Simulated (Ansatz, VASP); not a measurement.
**Two plane-wave programs on C**

```
C
1.0
     2.06627    1.19296    1.29537
    -2.06627    1.19296    1.29537
     0.00000   -2.38592    1.29537
C
3
Direct
  0.71512 0.28488 0.50000
  0.50000 0.71512 0.28488
  0.28488 0.50000 0.71512
```

Alike in both runs: functional PBE; k mesh 6 × 6 × 6; occupations gaussian, width 0.1 eV; no spin polarisation.

Ansatz relaxed the structure, and its values are those at the end. VASP's run is a single point on that final structure, the one shown.

|  | VASP | Ansatz |
| --- | --- | --- |
| version | VASP 6.6.1 | Ansatz 0.2.0 |
| potentials or method | VASP PAW PBE potentials, release 64 (C), cutoff 520 eV | scalar-relativistic, plane waves, PAW |
| valence electrons in the cell | 12 | 12 |

|  | VASP | Ansatz | Ansatz less VASP |
| --- | --- | --- | --- |
| gap on the k mesh at the Fermi level (eV) | none | none | - |
| pressure (GPa) | 0.7 | 0.1 | -0.60 |
| rms of the force components (eV/Å) | 0.029 | 0.001 | -0.0285 |

A gap of «none» marks a metal or a gap that the smearing closes.

The k mesh is coarse, so the values compare programs but aren't converged.
